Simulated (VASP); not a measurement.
Runs of VASP 6.6.1 on MgTl2. The structure is that of space group Fd-3m (No. 227), or close to it. The cells are those of the table. 

```tsv
task	cell	k mesh	cutoff (eV)	gap on the mesh (eV)	pressure (GPa)	relaxed volume (Å³/atom)
relaxation of cell and atoms	relaxed from a = 6.030 Å, angles 60.0°, 6 atoms	4 × 4 × 4	600	none	0.0	(a)
single point	a = 6.415 Å, angles 60.0°, 6 atoms	8 × 8 × 8	520	none	0.0	-
single point	a = 6.386 Å, angles 60.0°, 6 atoms	4 × 4 × 4	520	none	0.3	-
relaxation of cell and atoms	relaxed from a = 6.386 Å, angles 60.0°, 6 atoms	8 × 8 × 8	600	none	0.0	31.08
single point	a = 6.030 Å, angles 60.0°, 6 atoms	4 × 4 × 4	520	none	7.5	-
```

Alike in all rows: level PBE; potentials or basis VASP PAW PBE potentials, release 64 (Mg, Tl_d); no spin polarisation; smearing gaussian 0.1 eV.

Q: Fill in the values left out.

A: (a) 31.15.

Caveats: spin-orbit coupling is left out, which moves the levels of the heavy elements; the volume moved by over 15 % at a fixed basis, so the end points are rough (at least some runs); the cell stands under pressure (at least some runs).

A k mesh can miss the band edges, and the runs leave out spin-orbit coupling on Tl.

A gap of «none» marks levels without a gap at the run's occupations.
